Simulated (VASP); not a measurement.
Here is a VASP 6.6.1 calculation.

File POSCAR:

```
AlCo
1.0
    2.8520183611      0.0000000000      0.0000000000
    0.0000000000      2.8520183611      0.0000000000
    0.0000000000      0.0000000000      2.8520183611
Al Co
1 1
Direct
    0.0000000000      0.0000000000      0.0000000000
    0.5000000000      0.5000000000      0.5000000000
```

File INCAR.step1:

```
PREC     = Accurate       # precision mode
ENCUT    = 520            # plane-wave cutoff, eV
ISMEAR   = 0              # smearing method
SIGMA    = 0.1            # smearing width, eV
LREAL    = False          # projectors in reciprocal space
LASPH    = True           # aspherical terms in the spheres
NELM     = 150            # most SCF steps
ISPIN    = 2              # spin polarisation
MAGMOM   = 0 0.16         # initial moments
LMAXMIX  = 4              # l up to which the mixer works
NBANDS   = 17             # bands
GGA      = PE             # functional
ALGO     = Normal         # electronic algorithm
EDIFF    = 1E-4           # SCF threshold, eV
LWAVE    = True           # write WAVECAR
LCHARG   = False          # write CHGCAR
```

The input INCAR.step2:

```
PREC     = Accurate       # precision mode
ENCUT    = 520            # plane-wave cutoff, eV
EDIFF    = 1E-7           # SCF threshold, eV
ISMEAR   = 0              # smearing method
SIGMA    = 0.1            # smearing width, eV
LREAL    = False          # projectors in reciprocal space
LASPH    = True           # aspherical terms in the spheres
NELM     = 150            # most SCF steps
ALGO     = Normal         # electronic algorithm
ISIF     = 2              # what is computed and relaxed
LWAVE    = False          # write WAVECAR
LCHARG   = True           # write CHGCAR
ISPIN    = 2              # spin polarisation
MAGMOM   = 0 0.16         # initial moments
LORBIT   = 11             # projections on sites
LMAXMIX  = 4              # l up to which the mixer works
METAGGA  = R2SCAN         # meta-GGA
LMIXTAU  = True         
LELF     = True           # ELF
LVHAR    = True         
NBANDS   = 17             # bands
ISTART   = 1
```

File KPOINTS:

```
Automatic mesh
0
Gamma
  14 14 14
```

Potentials or basis: VASP PAW PBE potentials, release 64 (Al, Co).

Command:

```bash
$ cat potpaw_PBE.64/Al/POTCAR potpaw_PBE.64/Co/POTCAR > POTCAR
$ cp INCAR.step1 INCAR
$ mpirun -np 1 vasp_std > vasp.out
$ cp INCAR.step2 INCAR
$ mpirun -np 1 vasp_std > vasp.out
```

Question: What does it give for the pressure?

Answer: -6.0 GPa.

Question: What does it give for the band gap on the k mesh?

Answer: Zero (filled and empty bands overlap).

Question: Estimate the net moment.

Answer: 0.00 μB per cell.

Caveat: the cell stands under tension; the PAW data sets were made with another functional, which shifts forces and pressure a little.
